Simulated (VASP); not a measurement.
# Re (Im-3m) in VASP: single point with PBE

Aim: the single point of Re with PBE.

Everything below comes from runs of VASP 6.6.1. Logs are shortened: lines on timing, memory, paths and dates and some standing lists are left out, and cuts for length are marked.

## (1) The cell of the first run

It takes space group Im-3m (No. 229, cubic). The conventional cell has a = 3.113 Å, b = 3.113 Å, c = 3.113 Å, α = 90.00°, β = 90.00°, γ = 90.00°. Within 3.6 Å of Re (site symmetry m-3m) lie 14 Re at 2.70 to 3.11 Å.

This isn't the form of Re at room conditions, which is hcp.

## (2) Single point, PBE

Input file INCAR:

```
PREC     = Accurate       # precision mode
ENCUT    = 520            # plane-wave cutoff, eV
EDIFF    = 1E-7           # SCF threshold, eV
ISMEAR   = 0              # smearing method
SIGMA    = 0.1            # smearing width, eV
LREAL    = False          # projectors in reciprocal space
LASPH    = True           # aspherical terms in the spheres
NELM     = 100            # most SCF steps
ALGO     = Normal         # electronic algorithm
ISIF     = 2              # what is computed and relaxed
LWAVE    = False          # write WAVECAR
LCHARG   = False          # write CHGCAR
GGA      = PE             # functional
NBANDS   = 10             # bands
```

Input file KPOINTS:

```
regular mesh
0
Gamma
  18 18 18
```

Input file POSCAR:

```
Re
1.0
   -1.5567069306      1.5567069306      1.5567069306
    1.5567069306     -1.5567069306      1.5567069306
    1.5567069306      1.5567069306     -1.5567069306
Re
1
Direct
    0.0000000000      0.0000000000      0.0000000000
```

Potentials or basis: VASP PAW PBE potentials, release 64 (Re).

Command:

```bash
> cat potpaw_PBE.64/Re/POTCAR > POTCAR
> mpirun -np 1 vasp_std > vasp.out
```

OUTCAR:

```text
PREC = Accurate
   ENCUT = 520
   EDIFF = 1E-7
   ISMEAR = 0
   LREAL = False
   LASPH = True
   NELM = 100
   ISIF = 2
   GGA = PE

 ion  position               nearest neighbor table
   1  0.000  0.000  0.000-

  LATTYP: Found a body centered cubic cell.
 ALAT       =     3.1134138612

  Lattice vectors:

 A1 = (  -1.5567069306,   1.5567069306,   1.5567069306)
 A2 = (   1.5567069306,  -1.5567069306,   1.5567069306)
 A3 = (   1.5567069306,   1.5567069306,  -1.5567069306)

Analysis of symmetry for initial positions (statically):
=====================================================================
 Subroutine PRICEL returns:
 Original cell was already a primitive cell.

 Routine SETGRP: Setting up the symmetry group for a
 body centered cubic supercell.

 Subroutine GETGRP returns: Found 48 space group operations
 (whereof 48 operations were pure point group operations)
 out of a pool of 48 trial point group operations.

The static configuration has the point symmetry O_h .

Analysis of symmetry for dynamics (positions and initial velocities):
=====================================================================
 Subroutine PRICEL returns:
 Original cell was already a primitive cell.

 Routine SETGRP: Setting up the symmetry group for a
 body centered cubic supercell.

 Subroutine GETGRP returns: Found 48 space group operations
 (whereof 48 operations were pure point group operations)
 out of a pool of 48 trial point group operations.

The dynamic configuration has the point symmetry O_h .

 Subroutine INISYM returns: Found 48 space group operations
 (whereof 48 operations are pure point group operations),
 and found     1 'primitive' translations

----------------------------------------------------------------------------------------

                                     Primitive cell

  volume of cell :      15.0897

  direct lattice vectors                    reciprocal lattice vectors
    -1.556706931  1.556706931  1.556706931     0.000000000  0.321190836  0.321190836
     1.556706931 -1.556706931  1.556706931     0.321190836  0.000000000  0.321190836
     1.556706931  1.556706931 -1.556706931     0.321190836  0.321190836  0.000000000

  length of vectors
     2.696295496  2.696295496  2.696295496     0.454232436  0.454232436  0.454232436

  position of ions in fractional coordinates (direct lattice)
     0.000000000  0.000000000  0.000000000

  ion indices of the primitive-cell ions
   primitive index   ion index
                 1           1

----------------------------------------------------------------------------------------

 KPOINTS: regular mesh

Automatic generation of k-mesh.
 Grid dimensions read from file:
 generate k-points for:   18   18   18

 Generating k-lattice:

  Cartesian coordinates                     Fractional coordinates (reciprocal lattice)
     0.000000000  0.017843935  0.017843935     0.055555556  0.000000000  0.000000000
     0.017843935  0.000000000  0.017843935     0.000000000  0.055555556  0.000000000
     0.017843935  0.017843935  0.000000000     0.000000000  0.000000000  0.055555556

  Length of vectors
     0.025235135  0.025235135  0.025235135

  Shift w.r.t. Gamma in fractional coordinates (k-lattice)
     0.000000000  0.000000000  0.000000000

 Subroutine IBZKPT returns following result:
 ===========================================

 Found    195 irreducible k-points:

 Following reciprocal coordinates:
            Coordinates               Weight
  0.000000  0.000000  0.000000      1.000000
  0.055556  0.000000  0.000000     12.000000
  0.111111  0.000000  0.000000     12.000000
  0.166667  0.000000  0.000000     12.000000
  0.222222  0.000000  0.000000     12.000000
  0.277778  0.000000  0.000000     12.000000
[... 16 lines left out ...]
  0.333333  0.111111  0.000000     48.000000
  0.388889  0.111111  0.000000     48.000000
 [... further k-points ...]
   k-points           NKPTS =    195   k-points in BZ     NKDIM =    195   number of bands    NBANDS=     10
   number of dos      NEDOS =    301   number of ions     NIONS =      1
   total plane-waves  NPLWV =   8000
   dimension x,y,z NGX =    20 NGY =   20 NGZ =   20
   dimension x,y,z NGXF=    40 NGYF=   40 NGZF=   40
   ions per type =               1
   NGX,Y,Z   is equivalent  to a cutoff of  12.33, 12.33, 12.33 a.u.
   NGXF,Y,Z  is equivalent  to a cutoff of  24.66, 24.66, 24.66 a.u.
 SYSTEM =  unknown system
   PREC   = accura    normal or accurate (medium, high low for compatibility)
   ISTART =      0    job   : 0-new  1-cont  2-samecut
   ICHARG =      2    charge: 1-file 2-atom 10-const
   ISPIN  =      1    spin polarized calculation?
   LNONCOLLINEAR =      F non collinear calculations
   LSORBIT =      F    spin-orbit coupling
   LASPH  =      T    aspherical Exc in radial PAW
   ENCUT  =  520.0 eV  38.22 Ry    6.18 a.u.   5.01  5.01  5.01*2*pi/ulx,y,z
   NELM   =    100;   NELMIN=  2; NELMDL= -5     # of ELM steps
   EDIFF  = 0.1E-06   stopping-criterion for ELM
   LREAL  =      F    real-space projection
   EDIFFG = 0.1E-05   stopping-criterion for IOM
   NSW    =      0    number of steps for IOM
   IBRION =     -1    ionic relax: 0-MD 1-quasi-New 2-CG
   NFREE  =      0    steps in history (QN), initial steepest desc. (CG)
   ISIF   =      2    stress and relaxation
   ISYM   =      2    0-nonsym 1-usesym 2-fastsym
   POTIM  = 0.5000    time-step for ionic-motion
   TEBEG  =    0.0;   TEEND  =   0.0 temperature during run
   PSTRESS=    0.0 pullay stress
   NELECT =       7.0000    total number of electrons
   NUPDOWN=      -1.0000    fix difference up-down
   EMIN   =  10.00;   EMAX   =-10.00  energy-range for DOS
   EFERMI =   0.00;   METHOD = LEGACY
   ISMEAR =     0;   SIGMA  =   0.10  broadening in eV -4-tet -1-fermi 0-gaus
   EFERMI_NEDOS =   21; number of points for ismear=-14 and -15
   IALGO  =     38    algorithm
   IMIX   =      4    mixing-type and parameters
     AMIX     =   0.40;   BMIX     =  1.00
     AMIX_MAG =   1.60;   BMIX_MAG =  1.00
  volume/ion in A,a.u.               =      15.09       101.83
  Fermi-wavevector in a.u.,A,eV,Ry     =   1.267304  2.394856 21.851750  1.606058
  Thomas-Fermi vector in A             =   2.400459
   LORBIT       =      0    0 simple, 1 ext, 2 COOP (PROOUT), +10 PAW based schemes
   GGA     = PE    functional components
   LHFCALC =     F    Hartree Fock is set to
   AEXX    =    0.0000 exact exchange contribution
   IVDW    =     0    specifies the selected vdW correction
   LEPSILON=     F    determine dielectric tensor
   LRPA    =     F    only Hartree local field effects (RPA)
 non-spin polarized calculation
 Gauss-broadening in eV      SIGMA  =   0.10
  energy-cutoff  :      520.00
  volume of cell :       15.09
 maximum number of plane-waves:       420
   NGX =  9   NGY =  9   NGZ =  9

 number of electron       7.0000000 magnetization

 Free energy of the ion-electron system (eV)
  ---------------------------------------------------
  ext. energy  EPLUGINS =         0.00000000
  ---------------------------------------------------
  free energy    TOTEN  =       -12.10528086 eV

  energy without entropy =      -12.09754193  energy(sigma->0) =      -12.10141139

 E-fermi :   8.5235     XC(G=0): -13.5933

 val. band max:        8.5170183006   @ k =  -0.3889   0.5000   0.0556
 cond. band min:       8.5352958801   @ k =  -0.3333   0.5000   0.0556
 fundamental gap:      0.0182775795
 Fermi energy:         8.5235414949

 k-point     1 :       0.0000    0.0000    0.0000
  band No.  band energies     occupation
      1      -2.1057      2.00000
      2       5.8468      2.00000
      3       5.8468      2.00000
      4       5.8468      2.00000
      5       9.2297      0.00000
      6       9.2297      0.00000
      7      23.9982      0.00000
      8      23.9982      0.00000
      9      23.9983      0.00000
     10      35.7950      0.00000

 k-point     2 :       0.0556    0.0000    0.0000
  band No.  band energies     occupation
      1      -1.9577      2.00000
      2       5.7641      2.00000
      3       5.8342      2.00000
      4       5.9885      2.00000
      5       9.1044      0.00000
      6       9.2336      0.00000
      7      24.1125      0.00000
      8      24.2467      0.00000
      9      24.3094      0.00000
     10      34.3386      0.00000

 k-point     3 :       0.1111    0.0000    0.0000
  band No.  band energies     occupation
      1      -1.5289      2.00000
      2       5.5339      2.00000
      3       5.7747      2.00000
      4       6.4088      2.00000
      5       8.8258      0.00002
      6       9.2503      0.00000
      7      24.3820      0.00000
      8      24.9714      0.00000
      9      25.0784      0.00000
     10      32.3943      0.00000

 k-point     4 :       0.1667    0.0000    0.0000
  band No.  band energies     occupation
      1      -0.8702      2.00000
      2       5.2018      2.00000
      3       5.6330      2.00000
      4       7.0921      2.00000
      5       8.6025      0.26423
      6       9.2919      0.00000
      7      24.5382      0.00000
      8      25.7459      0.00000
      9      26.1185      0.00000
     10      31.0563      0.00000
[... 222 lines left out ...]
 k-point    22 :       0.2778    0.1111    0.0000
  band No.  band energies     occupation
      1       1.4819      2.00000
      2       4.1812      2.00000
      3       5.4060      2.00000
      4       8.6755      0.03169
      5       9.8729      0.00000
      6      11.0548      0.00000
      7      21.3943      0.00000
      8      23.0260      0.00000
      9      27.2835      0.00000
     10      29.8537      0.00000

 k-point    23 :       0.3333    0.1111    0.0000
  band No.  band energies     occupation
      1       1.6126      2.00000
      2       3.9552      2.00000
      3       6.1466      2.00000
      4       8.9412      0.00000
      5      10.0181      0.00000
      6      12.3034      0.00000
      7      19.7027      0.00000
      8      21.9435      0.00000
      9      26.0031      0.00000
     10      31.3996      0.00000

 k-point    24 :       0.3889    0.1111    0.0000
  band No.  band energies     occupation
      1       1.5912      2.00000
      2       3.8163      2.00000
      3       6.9176      2.00000
      4       9.0222      0.00000
      5      10.2686      0.00000
      6      13.2975      0.00000
      7      18.3022      0.00000
      8      21.2869      0.00000
      9      25.0058      0.00000
     10      32.0956      0.00000

 [... further k-points ...]
[... 5 lines left out ...]
  --------------------------------------------------------------------------------------
  -------------------------------------------------------------------------------------
  Total       -0.0481859     -0.0481859     -0.0481859     -0.0000000      0.0000000     -0.0000000
  in kB       -5.1162336     -5.1162336     -5.1162336     -0.0000000      0.0000000     -0.0000000
  external PRESSURE =      -5.1162336 kB  Pullay stress =       0.0000000 kB

 VOLUME and BASIS-vectors are now :
 -----------------------------------------------------------------------------
  energy-cutoff  :      520.00
  volume of cell :       15.09
      direct lattice vectors                 reciprocal lattice vectors
    -1.556706931  1.556706931  1.556706931     0.000000000  0.321190836  0.321190836
     1.556706931 -1.556706931  1.556706931     0.321190836  0.000000000  0.321190836
     1.556706931  1.556706931 -1.556706931     0.321190836  0.321190836  0.000000000

 POSITION                                       TOTAL-FORCE (eV/Angst)
 -----------------------------------------------------------------------------------
      0.00000      0.00000      0.00000        -0.000000      0.000000     -0.000000
 -----------------------------------------------------------------------------------
    total drift:                                0.000000     -0.000000      0.000000

  FREE ENERGIE OF THE ION-ELECTRON SYSTEM (eV)
  ---------------------------------------------------
  free  energy   TOTEN  =       -12.1052808605 eV

  energy  without entropy=      -12.0975419268  energy(sigma->0) =      -12.10141139
```

Wall time 15 s (1 thread of AMD EPYC 9R45 (Zen 5), shared host); peak memory 0.12 GiB.

What came out:

```yaml
Free_energy: -12.1053 eV
Pressure: -0.5 GPa
Band_gap_on_the_k_mesh: zero (an odd number of electrons rules out a gap without spin polarisation)
```

Caveat: spin-orbit coupling is left out, which moves the levels of the heavy elements.
